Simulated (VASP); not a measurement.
A run of VASP 6.6.1 is set up as follows.

File INCAR:

```
  PREC = Accurate
  ENCUT = 520
  EDIFF = 1E-6
  ISMEAR = 0
  SIGMA = 0.1
  LREAL = False
  LASPH = True
  NELM = 60
  ALGO = Normal
  ISIF = 2
  LWAVE = False
  LCHARG = False
  LDIPOL = True
  IDIPOL = 3
  DIPOL = 0.5 0.5 0.310
  GGA = PE
  NBANDS = 74
```

KPOINTS

```
Automatic mesh
0
Gamma
  6 6 1
```

POSCAR

```
HPt6
1.0
    5.6145835605      0.0000000000      0.0000000000
   -2.8072917802      4.8623719950      0.0000000000
    0.0000000000      0.0000000000     22.6197373747
Pt H
12 2
Direct
    0.3333333333      0.1666666667      0.1768367127
    0.3333333333      0.6666666667      0.1768367127
    0.8333333333      0.1666666667      0.1768367127
    0.8333333333      0.6666666667      0.1768367127
    0.1666666667      0.3333333333      0.2789580515
    0.1666666667      0.8333333333      0.2789580515
    0.6666666667      0.3333333333      0.2789580515
    0.6666666667      0.8333333333      0.2789580515
    0.0000000000      0.0000000000      0.3810715055
    0.0000000000      0.5000000000      0.3810715055
    0.5000000000      0.0000000000      0.3810715055
    0.5000000000      0.5000000000      0.3810715055
    0.2165800971      0.4331601942      0.4960153687
    0.2834199029      0.5668398058      0.4960153687
```

Potentials or basis: VASP PAW PBE potentials, release 64 (Pt, H).

The run is started by

```sh
$ cat potpaw_PBE.64/Pt/POTCAR potpaw_PBE.64/H/POTCAR > POTCAR
$ mpirun -np 1 vasp_std > vasp.out
```

(1) Estimate the band gap on the k mesh.

(2) What does it give for the largest force?

Answers

(1) zero (bands 61 and 62 overlap by 0.75 eV).

(2) 4.991 eV/Å.

Caveat: spin-orbit coupling is left out, which moves the levels of the heavy elements.
